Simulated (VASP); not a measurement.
**Co: single point with HSE06**

Crystal: Co.

```
Co
1.0
     0.00000    1.71342    1.71342
     1.71342    0.00000    1.71342
     1.71342    1.71342    0.00000
Co
1
Direct
  0.00000 0.00000 0.00000
```

This isn't the form of Co at room conditions, which is hcp.

| Item | Value |
| --- | --- |
| Program | VASP 6.6.1 |
| Task | single point |
| Functional | HSE06 |
| Potentials or basis | VASP PAW PBE potentials, release 64 (Co_sv) |
| Cutoff | 510 eV |
| k mesh | 6 × 6 × 6 |
| Occupations | fermi-dirac, width 0.1 eV |
| Spin | no spin polarisation |
| Dipole correction | no |
| Grid for exact exchange (PRECFOCK) | Normal |
| Further INCAR settings | ALGO = Normal; EDIFF = 1e-06; NBANDS = 14 |
| Share of exact exchange | 0.25 |
| Screening parameter | 0.2079 1/Å |

```
Pressure               : -4.3 GPa
Band gap on the k mesh : zero (an odd number of electrons rules out a gap without spin polarisation)
```

Levels at points of the mesh, in eV from the Fermi level:
| k point | band 6 | band 7 | band 8 | band 9 | band 10 | band 11 |
| --- | --- | --- | --- | --- | --- | --- |
| (0.00, 0.00, 0.00) | -2.31 | -2.31 | -2.31 | -1.84 | -1.84 | 25.03 |
| (0.50, 0.00, 0.00) | -3.09 | -3.09 | 0.10 | 0.57 | 0.57 | 8.97 |
| (0.50, 0.50, 0.00) | -5.00 | -0.77 | 1.37 | 1.37 | 3.41 | 12.25 |

It took 9.5 min on 1 thread of Intel(R) Xeon(R) Platinum 8259CL CPU @ 2.50GHz (Skylake/Cascade Lake), on a shared host, peak memory 0.21 GiB.

Caveat: the k points lie up to 0.53 Å⁻¹ apart, too coarse for converged energies and pressures of a metal; the PAW data sets were made with another functional, which shifts forces and pressure a little; the run has no spin polarisation, though such a crystal can be magnetic. Spin polarisation is off, so any magnetic state and its effect on volume and gap are missing.
